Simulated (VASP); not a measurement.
# AlN (kscan) (F-43m) in VASP: notebook

Runs on AlN (kscan). Level: r2SCAN. Tasks: single point, relaxation of cell and atoms.

All numbers are computed with VASP 6.6.1; they aren't measurements. Logs are shortened: lines on timing, memory, paths and dates and some standing lists are left out, and cuts for length are marked.

## 1. The cell of the first run

The structure is cubic, space group F-43m (No. 216). Conventional cell: a = 4.368 Å, b = 4.368 Å, c = 4.368 Å, α = 90.00°, β = 90.00°, γ = 90.00°. Within 2.5 Å of Al (site symmetry -43m) lie 4 N at 1.89 Å. Within 2.5 Å of N (site symmetry -43m) lie 4 Al at 1.89 Å.

## 2. Single point, r2SCAN

Contents of POSCAR:

```
AlN
1.0
    0.0000000000      2.1839935600      2.1839935600
    2.1839935600      0.0000000000      2.1839935600
    2.1839935600      2.1839935600      0.0000000000
Al N
1 1
Direct
    0.0000000000      0.0000000000      0.0000000000
    0.2500000000      0.2500000000      0.2500000000
```

Contents of INCAR.step1:

```
PREC     = Accurate       # precision mode
ENCUT    = 520            # plane-wave cutoff, eV
ISMEAR   = 0              # smearing method
SIGMA    = 0.1            # smearing width, eV
LREAL    = F              # projectors in reciprocal space
LASPH    = T              # aspherical terms in the spheres
NELM     = 60             # most SCF steps
NBANDS   = 11             # bands
GGA      = PE             # functional
ALGO     = Normal         # electronic algorithm
EDIFF    = 1E-4           # SCF threshold, eV
LWAVE    = T              # write WAVECAR
LCHARG   = F              # write CHGCAR
```

Contents of INCAR.step2:

```
PREC     = Accurate       # precision mode
ENCUT    = 520            # plane-wave cutoff, eV
EDIFF    = 1E-7           # SCF threshold, eV
ISMEAR   = 0              # smearing method
SIGMA    = 0.1            # smearing width, eV
LREAL    = F              # projectors in reciprocal space
LASPH    = T              # aspherical terms in the spheres
NELM     = 60             # most SCF steps
ALGO     = Normal         # electronic algorithm
ISIF     = 2              # what is computed and relaxed
LWAVE    = F              # write WAVECAR
LCHARG   = T              # write CHGCAR
METAGGA  = R2SCAN         # meta-GGA
LMIXTAU  = T            
LELF     = T              # ELF
LVHAR    = T            
NBANDS   = 11             # bands
ISTART   = 1
```

Contents of KPOINTS:

```
Automatic mesh
0
Gamma
  8 8 8
```

Potentials or basis: VASP PAW PBE potentials, release 64 (Al, N).

Run with:

```bash
$ cat potpaw_PBE.64/Al/POTCAR potpaw_PBE.64/N/POTCAR > POTCAR
$ cp INCAR.step1 INCAR
$ mpirun -np 1 vasp_std > vasp.out
$ cp INCAR.step2 INCAR
$ mpirun -np 1 vasp_std > vasp.out
```

OUTCAR:

```text
PREC = Accurate
   ENCUT = 520
   EDIFF = 1E-7
   ISMEAR = 0
   LREAL = F
   LASPH = T
   NELM = 60
   ISIF = 2
   METAGGA = R2SCAN
   ISTART = 1

 ion  position               nearest neighbor table
   1  0.000  0.000  0.000-   2 1.89   2 1.89   2 1.89   2 1.89
   2  0.250  0.250  0.250-   1 1.89   1 1.89   1 1.89   1 1.89

  LATTYP: Found a face centered cubic cell.
 ALAT       =     4.3679871200

  Lattice vectors:

 A1 = (   0.0000000000,   2.1839935600,   2.1839935600)
 A2 = (   2.1839935600,   0.0000000000,   2.1839935600)
 A3 = (   2.1839935600,   2.1839935600,   0.0000000000)

Analysis of symmetry for initial positions (statically):
=====================================================================
 Subroutine PRICEL returns:
 Original cell was already a primitive cell.

 Routine SETGRP: Setting up the symmetry group for a
 face centered cubic supercell.

 Subroutine GETGRP returns: Found 24 space group operations
 (whereof 24 operations were pure point group operations)
 out of a pool of 48 trial point group operations.

The static configuration has the point symmetry T_d .

Analysis of symmetry for dynamics (positions and initial velocities):
=====================================================================
 Subroutine PRICEL returns:
 Original cell was already a primitive cell.

 Routine SETGRP: Setting up the symmetry group for a
 face centered cubic supercell.

 Subroutine GETGRP returns: Found 24 space group operations
 (whereof 24 operations were pure point group operations)
 out of a pool of 48 trial point group operations.

The dynamic configuration has the point symmetry T_d .

 Subroutine INISYM returns: Found 24 space group operations
 (whereof 24 operations are pure point group operations),
 and found     1 'primitive' translations

----------------------------------------------------------------------------------------

                                     Primitive cell

  volume of cell :      20.8345

  direct lattice vectors                    reciprocal lattice vectors
     0.000000000  2.183993560  2.183993560    -0.228938404  0.228938404  0.228938404
     2.183993560  0.000000000  2.183993560     0.228938404 -0.228938404  0.228938404
     2.183993560  2.183993560  0.000000000     0.228938404  0.228938404 -0.228938404

  length of vectors
     3.088633313  3.088633313  3.088633313     0.396532948  0.396532948  0.396532948

  position of ions in fractional coordinates (direct lattice)
     0.000000000  0.000000000  0.000000000
     0.250000000  0.250000000  0.250000000

  ion indices of the primitive-cell ions
   primitive index   ion index
                 1           1
                 2           2

----------------------------------------------------------------------------------------

 KPOINTS: Automatic mesh

Automatic generation of k-mesh.
 Grid dimensions read from file:
 generate k-points for:    8    8    8

 Generating k-lattice:

  Cartesian coordinates                     Fractional coordinates (reciprocal lattice)
    -0.028617301  0.028617301  0.028617301     0.125000000  0.000000000  0.000000000
     0.028617301 -0.028617301  0.028617301     0.000000000  0.125000000  0.000000000
     0.028617301  0.028617301 -0.028617301     0.000000000  0.000000000  0.125000000

  Length of vectors
     0.049566618  0.049566618  0.049566618

  Shift w.r.t. Gamma in fractional coordinates (k-lattice)
     0.000000000  0.000000000  0.000000000

 Subroutine IBZKPT returns following result:
 ===========================================

 Found     29 irreducible k-points:

 Following reciprocal coordinates:
            Coordinates               Weight
  0.000000  0.000000  0.000000      1.000000
  0.125000  0.000000  0.000000      8.000000
  0.250000  0.000000  0.000000      8.000000
  0.375000  0.000000  0.000000      8.000000
  0.500000  0.000000  0.000000      4.000000
  0.125000  0.125000  0.000000      6.000000
[... 16 lines left out ...]
  0.500000  0.250000  0.125000     48.000000
 -0.375000  0.250000  0.125000     24.000000
 [... further k-points ...]
   k-points           NKPTS =     29   k-points in BZ     NKDIM =     29   number of bands    NBANDS=     11
   number of dos      NEDOS =    301   number of ions     NIONS =      2
   total plane-waves  NPLWV =  13824
   dimension x,y,z NGX =    24 NGY =   24 NGZ =   24
   dimension x,y,z NGXF=    48 NGYF=   48 NGZF=   48
   ions per type =               1   1
   NGX,Y,Z   is equivalent  to a cutoff of  12.92, 12.92, 12.92 a.u.
   NGXF,Y,Z  is equivalent  to a cutoff of  25.84, 25.84, 25.84 a.u.
 SYSTEM =  unknown system
   PREC   = accura    normal or accurate (medium, high low for compatibility)
   ISTART =      1    job   : 0-new  1-cont  2-samecut
   ICHARG =      0    charge: 1-file 2-atom 10-const
   ISPIN  =      1    spin polarized calculation?
   LNONCOLLINEAR =      F non collinear calculations
   LSORBIT =      F    spin-orbit coupling
   LASPH  =      T    aspherical Exc in radial PAW
   ENCUT  =  520.0 eV  38.22 Ry    6.18 a.u.   5.74  5.74  5.74*2*pi/ulx,y,z
   NELM   =     60;   NELMIN=  2; NELMDL=  0     # of ELM steps
   EDIFF  = 0.1E-06   stopping-criterion for ELM
   LREAL  =      F    real-space projection
   EDIFFG = 0.1E-05   stopping-criterion for IOM
   NSW    =      0    number of steps for IOM
   IBRION =     -1    ionic relax: 0-MD 1-quasi-New 2-CG
   NFREE  =      0    steps in history (QN), initial steepest desc. (CG)
   ISIF   =      2    stress and relaxation
   ISYM   =      2    0-nonsym 1-usesym 2-fastsym
   POTIM  = 0.5000    time-step for ionic-motion
   TEBEG  =    0.0;   TEEND  =   0.0 temperature during run
   PSTRESS=    0.0 pullay stress
   NELECT =       8.0000    total number of electrons
   NUPDOWN=      -1.0000    fix difference up-down
   EMIN   =  10.00;   EMAX   =-10.00  energy-range for DOS
   EFERMI =   0.00;   METHOD = LEGACY
   ISMEAR =     0;   SIGMA  =   0.10  broadening in eV -4-tet -1-fermi 0-gaus
   EFERMI_NEDOS =   21; number of points for ismear=-14 and -15
   IALGO  =     38    algorithm
   IMIX   =      4    mixing-type and parameters
     AMIX     =   0.40;   BMIX     =  1.00
     AMIX_MAG =   1.60;   BMIX_MAG =  1.00
  volume/ion in A,a.u.               =      10.42        70.30
  Fermi-wavevector in a.u.,A,eV,Ry     =   1.189899  2.248583 19.263943  1.415860
  Thomas-Fermi vector in A             =   2.325996
   LORBIT       =      0    0 simple, 1 ext, 2 COOP (PROOUT), +10 PAW based schemes
   METAGGA = R2SCAN    functional components
   LHFCALC =     F    Hartree Fock is set to
   AEXX    =    0.0000 exact exchange contribution
   IVDW    =     0    specifies the selected vdW correction
   LEPSILON=     F    determine dielectric tensor
   LRPA    =     F    only Hartree local field effects (RPA)
 non-spin polarized calculation
 Gauss-broadening in eV      SIGMA  =   0.10
  energy-cutoff  :      520.00
  volume of cell :       20.83
 maximum number of plane-waves:       568
   NGX = 11   NGY = 11   NGZ = 11

 number of electron       8.0000000 magnetization

 Free energy of the ion-electron system (eV)
  ---------------------------------------------------
  ext. energy  EPLUGINS =         0.00000000
  ---------------------------------------------------
  free energy    TOTEN  =       -19.17964315 eV

  energy without entropy =      -19.17964315  energy(sigma->0) =      -19.17964315

 E-fermi :   6.1324     XC(G=0): -11.4184

 val. band max:        5.6931628463   @ k =   0.0000   0.0000   0.0000
 cond. band min:       9.6278683817   @ k =   0.5000   0.5000   0.0000
 fundamental gap:      3.9347055354
 Fermi energy:         6.1323816232

 k-point     1 :       0.0000    0.0000    0.0000
  band No.  band energies     occupation
      1     -10.0485      2.00000
      2       5.6932      2.00000
      3       5.6932      2.00000
      4       5.6932      2.00000
      5      10.5856      0.00000
      6      19.2144      0.00000
      7      19.2144      0.00000
      8      19.2144      0.00000
      9      24.2274      0.00000
     10      24.2274      0.00000
     11      25.9401      0.00000

 k-point     2 :       0.1250    0.0000    0.0000
  band No.  band energies     occupation
      1      -9.8211      2.00000
      2       4.5223      2.00000
      3       5.6140      2.00000
      4       5.6140      2.00000
      5      11.5321      0.00000
      6      18.6542      0.00000
      7      19.3928      0.00000
      8      19.3928      0.00000
      9      22.7164      0.00000
     10      22.7164      0.00000
     11      24.8721      0.00000

 k-point     3 :       0.2500    0.0000    0.0000
  band No.  band energies     occupation
      1      -9.2008      2.00000
      2       2.4098      2.00000
      3       5.4350      2.00000
      4       5.4350      2.00000
      5      12.9135      0.00000
      6      17.6446      0.00000
      7      18.9069      0.00000
      8      18.9069      0.00000
      9      22.9389      0.00000
     10      22.9389      0.00000
     11      24.0853      0.00000

 k-point     4 :       0.3750    0.0000    0.0000
  band No.  band energies     occupation
      1      -8.4290      2.00000
      2       0.5688      2.00000
      3       5.2712      2.00000
      4       5.2712      2.00000
      5      13.6886      0.00000
      6      16.8413      0.00000
      7      17.9960      0.00000
      8      17.9960      0.00000
      9      24.4773      0.00000
     10      25.1392      0.00000
     11      25.1392      0.00000
[... 239 lines left out ...]
 k-point    22 :       0.3750    0.2500    0.1250
  band No.  band energies     occupation
      1      -8.7044      2.00000
      2       2.1003      2.00000
      3       4.2033      2.00000
      4       5.0868      2.00000
      5      13.2507      0.00000
      6      17.0947      0.00000
      7      17.4933      0.00000
      8      19.9283      0.00000
      9      21.3870      0.00000
     10      25.9671      0.00000
     11      28.4903      0.00000

 k-point    23 :       0.5000    0.2500    0.1250
  band No.  band energies     occupation
      1      -8.0424      2.00000
      2       1.0368      2.00000
      3       3.6091      2.00000
      4       4.7581      2.00000
      5      13.4819      0.00000
      6      16.2063      0.00000
      7      18.2234      0.00000
      8      19.5051      0.00000
      9      22.8437      0.00000
     10      26.6090      0.00000
     11      28.7337      0.00000

 k-point    24 :      -0.3750    0.2500    0.1250
  band No.  band energies     occupation
      1      -7.7193      2.00000
      2       0.5238      2.00000
      3       3.4547      2.00000
      4       4.5700      2.00000
      5      13.5354      0.00000
      6      15.8158      0.00000
      7      18.8825      0.00000
      8      19.3244      0.00000
      9      24.0399      0.00000
     10      25.6475      0.00000
     11      29.0878      0.00000

 [... further k-points ...]

------------------------ aborting loop because EDIFF is reached ----------------------------------------

  FORCE on cell =-STRESS in cart. coord.  units (eV):
  Direction    XX          YY          ZZ          XY          YZ          ZX
  --------------------------------------------------------------------------------------
  -------------------------------------------------------------------------------------
  Total       -0.0170616     -0.0170616     -0.0170616     -0.0000000     -0.0000000      0.0000000
  in kB       -1.3120377     -1.3120377     -1.3120377     -0.0000000     -0.0000000      0.0000000
  external PRESSURE =      -1.3120377 kB  Pullay stress =       0.0000000 kB

 VOLUME and BASIS-vectors are now :
 -----------------------------------------------------------------------------
  energy-cutoff  :      520.00
  volume of cell :       20.83
      direct lattice vectors                 reciprocal lattice vectors
     0.000000000  2.183993560  2.183993560    -0.228938404  0.228938404  0.228938404
     2.183993560  0.000000000  2.183993560     0.228938404 -0.228938404  0.228938404
     2.183993560  2.183993560  0.000000000     0.228938404  0.228938404 -0.228938404

 POSITION                                       TOTAL-FORCE (eV/Angst)
 -----------------------------------------------------------------------------------
      0.00000      0.00000      0.00000         0.000000      0.000000     -0.000000
      1.09200      1.09200      1.09200        -0.000000     -0.000000      0.000000
 -----------------------------------------------------------------------------------
    total drift:                               -0.000000     -0.000000     -0.000001

  FREE ENERGIE OF THE ION-ELECTRON SYSTEM (eV)
  ---------------------------------------------------
  free  energy   TOTEN  =       -19.1796431492 eV

  energy  without entropy=      -19.1796431492  energy(sigma->0) =      -19.17964315
```

Wall time 41 s (1 thread of AMD EPYC 7R43 (Zen 3), shared host); peak memory 0.1 GiB.

What came out:

- Free energy: -19.1796 eV
- Pressure: -0.1 GPa
- Band gap on the k mesh: 3.93 eV, indirect (least direct gap 4.89 eV)

Caveat: the PAW data sets were made with another functional, which shifts forces and pressure a little. r2SCAN opens gaps a little over a GGA but as a rule still falls short of measured ones.

## 3. Single point, r2SCAN

Contents of POSCAR:

```
AlN
1.0
    0.0000000000      2.1847547434      2.1847547434
    2.1847547434      0.0000000000      2.1847547434
    2.1847547434      2.1847547434      0.0000000000
Al N
1 1
Direct
    0.0000000000      0.0000000000      0.0000000000
    0.2500000000      0.2500000000      0.2500000000
```

Contents of INCAR.step1:

```
PREC     = Accurate       # precision mode
ENCUT    = 520            # plane-wave cutoff, eV
ISMEAR   = 0              # smearing method
SIGMA    = 0.02           # smearing width, eV
LREAL    = False          # projectors in reciprocal space
LASPH    = True           # aspherical terms in the spheres
NELM     = 100            # most SCF steps
NBANDS   = 11             # bands
GGA      = PE             # functional
ALGO     = Normal         # electronic algorithm
EDIFF    = 1E-4           # SCF threshold, eV
LWAVE    = True           # write WAVECAR
LCHARG   = False          # write CHGCAR
```

Contents of INCAR.step2:

```
PREC     = Accurate       # precision mode
ENCUT    = 520            # plane-wave cutoff, eV
EDIFF    = 1E-6           # SCF threshold, eV
ISMEAR   = 0              # smearing method
SIGMA    = 0.02           # smearing width, eV
LREAL    = False          # projectors in reciprocal space
LASPH    = True           # aspherical terms in the spheres
NELM     = 100            # most SCF steps
ALGO     = Normal         # electronic algorithm
ISIF     = 2              # what is computed and relaxed
LWAVE    = False          # write WAVECAR
LCHARG   = False          # write CHGCAR
METAGGA  = R2SCAN         # meta-GGA
LMIXTAU  = True         
NBANDS   = 11             # bands
ISTART   = 1
```

Contents of KPOINTS:

```
Automatic mesh
0
Gamma
  10 10 10
```

Potentials or basis: VASP PAW PBE potentials, release 64 (Al, N).

Run with:

```bash
$ cat potpaw_PBE.64/Al/POTCAR potpaw_PBE.64/N/POTCAR > POTCAR
$ cp INCAR.step1 INCAR
$ mpirun -np 1 vasp_std > vasp.out
$ cp INCAR.step2 INCAR
$ mpirun -np 1 vasp_std > vasp.out
```

It took 58 s on 1 thread of AMD EPYC 7R43 (Zen 3), shared host; peak memory 0.1 GiB.

It converged, with:

```yaml
Free_energy: -19.1797 eV
Pressure: -0.4 GPa
Band_gap_on_the_k_mesh: 3.93 eV, indirect (least direct gap 4.88 eV)
```

Levels at points of the mesh, in eV from the valence-band top:
| k point | band 1 | band 2 | band 3 | band 4 | band 5 | band 6 | band 7 | band 8 | band 9 |
| --- | --- | --- | --- | --- | --- | --- | --- | --- | --- |
| (0.00, 0.00, 0.00) | -15.74 | 0.00 | 0.00 | 0.00 | 4.88 | 13.51 | 13.51 | 13.51 | 18.53 |
| (0.50, 0.00, 0.00) | -13.73 | -5.89 | -0.49 | -0.49 | 8.20 | 10.82 | 11.94 | 11.94 | 19.31 |
| (0.50, 0.50, 0.00) | -13.10 | -4.95 | -1.81 | -1.81 | 3.93 | 9.47 | 15.19 | 16.94 | 16.94 |

Caveat: the PAW data sets were made with another functional, which shifts forces and pressure a little. r2SCAN opens gaps a little over a GGA but as a rule still falls short of measured ones.

## 4. Relaxation of cell and atoms, r2SCAN

Contents of POSCAR:

```
AlN
1.0
    0.0000000000      2.1839935600      2.1839935600
    2.1839935600      0.0000000000      2.1839935600
    2.1839935600      2.1839935600      0.0000000000
Al N
1 1
Direct
    0.0000000000      0.0000000000      0.0000000000
    0.2500000000      0.2500000000      0.2500000000
```

Contents of INCAR.step1:

```
SYSTEM = AlN
  PREC = Accurate
  ENCUT = 600
  ISMEAR = 0
  SIGMA = 0.02
  LREAL = .False.
  LASPH = .True.
  NELM = 100
  GGA = PE
  ALGO = Normal
  EDIFF = 1E-4
  LWAVE = .True.
  LCHARG = .False.
```

Contents of INCAR.step2:

```
SYSTEM = AlN
  PREC = Accurate
  ENCUT = 600
  EDIFF = 1E-6
  ISMEAR = 0
  SIGMA = 0.02
  LREAL = .False.
  LASPH = .True.
  NELM = 100
  ALGO = Normal
  ISIF = 3
  LWAVE = .False.
  LCHARG = .False.
  METAGGA = R2SCAN
  LMIXTAU = .True.
  IBRION = 2
  NSW = 100
  EDIFFG = -0.002
  ISTART = 1
```

Contents of KPOINTS:

```
Automatic mesh
0
Gamma
  10 10 10
  0 0 0
```

Run with:

```bash
$ cat potpaw_PBE.64/Al/POTCAR potpaw_PBE.64/N/POTCAR > POTCAR
$ cp INCAR.step1 INCAR
$ mpirun -np 1 vasp_std > vasp.out
$ cp INCAR.step2 INCAR
$ mpirun -np 1 vasp_std > vasp.out
```

Run time: 2.5 min. Hardware: 1 thread of AMD EPYC 7R43 (Zen 3), shared host; peak memory 0.12 GiB.

Results (log left out):

```
Free energy                            : -19.1797 eV
Relaxed volume                         : 10.41 Å³/atom
Relaxed cell                           : a = 3.088 Å, b = 3.088 Å, c = 3.088 Å, α = 60.00°, β = 60.00°, γ = 60.00°
Space group after relaxing (to 0.05 Å) : F-43m (No. 216)
Energy gained by relaxing              : 0.0 meV/atom
Ionic steps                            : 3
Pressure after relaxing                : 0.0 GPa
Band gap on the k mesh                 : 3.93 eV, indirect (least direct gap 4.90 eV)
```

Final structure:
```
CELL_PARAMETERS angstrom
0.00000 2.18374 2.18374
2.18374 0.00000 2.18374
2.18374 2.18374 0.00000
ATOMIC_POSITIONS crystal
Al 0.00000 0.00000 0.00000
N 0.25000 0.25000 0.25000
```

Levels at points of the mesh, in eV from the valence-band top:
```
           k point  band 1  band 2  band 3  band 4  band 5  band 6  band 7  band 8
(0.00, 0.00, 0.00)  -15.74    0.00    0.00    0.00    4.90   13.53   13.53   13.53
(0.50, 0.00, 0.00)  -13.73   -5.90   -0.49   -0.49    8.21   10.83   11.95   11.95
(0.50, 0.50, 0.00)  -13.10   -4.95   -1.81   -1.81    3.93    9.48   15.20   16.96
```

Caveat: the PAW data sets were made with another functional, which shifts forces and pressure a little. A k mesh can miss the band edges.

## 5. Summary

| task | cell | k mesh | cutoff (eV) | smearing | gap on the mesh (eV) | pressure (GPa) |
| --- | --- | --- | --- | --- | --- | --- |
| single point | a = 3.089 Å, angles 60.0°, 2 atoms | 8 × 8 × 8 | 520 | gaussian 0.1 eV | 3.93 | -0.1 |
| single point | a = 3.090 Å, angles 60.0°, 2 atoms | 10 × 10 × 10 | 520 | gaussian 0.02 eV | 3.93 | -0.4 |
| relaxation of cell and atoms | relaxed from a = 3.089 Å, angles 60.0°, 2 atoms | 10 × 10 × 10 | 600 | gaussian 0.02 eV | 3.93 | 0.0 |

Alike in all rows: level r2SCAN; potentials or basis VASP PAW PBE potentials, release 64 (Al, N); no spin polarisation.

Caveats: the PAW data sets were made with another functional, which shifts forces and pressure a little.

Total energies depend on the potentials used, so only differences within one code and one set of settings carry meaning.
